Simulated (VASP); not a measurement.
Crystal: ZrSi7.

```xyz
8
Lattice="3.8500 0.0000 0.0000 0.0000 3.8500 0.0000 0.0000 0.0000 7.9300" Properties=species:S:1:pos:R:3 pbc="T T T"
Zr    0.0000    0.0000    0.0000
Si    1.9250    1.9250    0.0000
Si    0.0000    1.9250    1.9825
Si    1.9250    0.0000    1.9825
Si    0.0000    1.9250    5.9475
Si    1.9250    0.0000    5.9475
Si    0.0000    0.0000    3.9650
Si    1.9250    1.9250    3.9650
```

```yaml
Program: VASP 6.6.1
Task: relaxation of cell and atoms
Functional: PBE
Potentials_or_basis: VASP PAW PBE potentials, release 64 (Zr_sv, Si)
Cutoff: 600 eV
k_mesh: 4 × 4 × 2
Occupations: gaussian, width 0.2 eV
Spin: no spin polarisation
```

At the start: pressure 4.0 GPa; volume 14.69 Å³/atom.

Question: Where does the relaxation end?

Answer: Over 8 steps the energy falls by 55.1 meV/atom and the volume is 15.31 Å³/atom (+4.2 %); space group P4/mmm (No. 123, to 0.05 Å).

Step by step:
```csv
step,energy change (eV),largest force (eV/Å),pressure (GPa),volume (Å³)
1,0.0000,0.6327,4.05,117.54
2,-0.3390,0.3028,-1.49,123.86
3,-0.3621,0.1222,-3.73,127.27
4,-0.3666,0.1701,-3.15,126.32
5,-0.4352,0.0851,0.31,122.32
6,-0.4379,0.0971,-0.30,122.97
7,-0.4379,0.0957,-0.25,122.90
8,-0.4411,0.0775,0.01,122.46
```

Final structure:
```
Zr Si
1.0
     3.77700    0.00000    0.00000
     0.00000    3.77700    0.00000
     0.00000    0.00000    8.58417
Zr Si
1 7
Direct
  0.00000 0.00000 0.00000
  0.50000 0.50000 0.00000
  0.00000 0.50000 0.25771
  0.50000 0.00000 0.25771
  0.00000 0.50000 0.74229
  0.50000 0.00000 0.74229
  0.00000 0.00000 0.50000
  0.50000 0.50000 0.50000
```

Caveat: the k points lie up to 0.42 Å⁻¹ apart in the final cell; the relaxation stopped at a loose force limit of 0.08 eV/Å, so its end isn't a converged minimum.
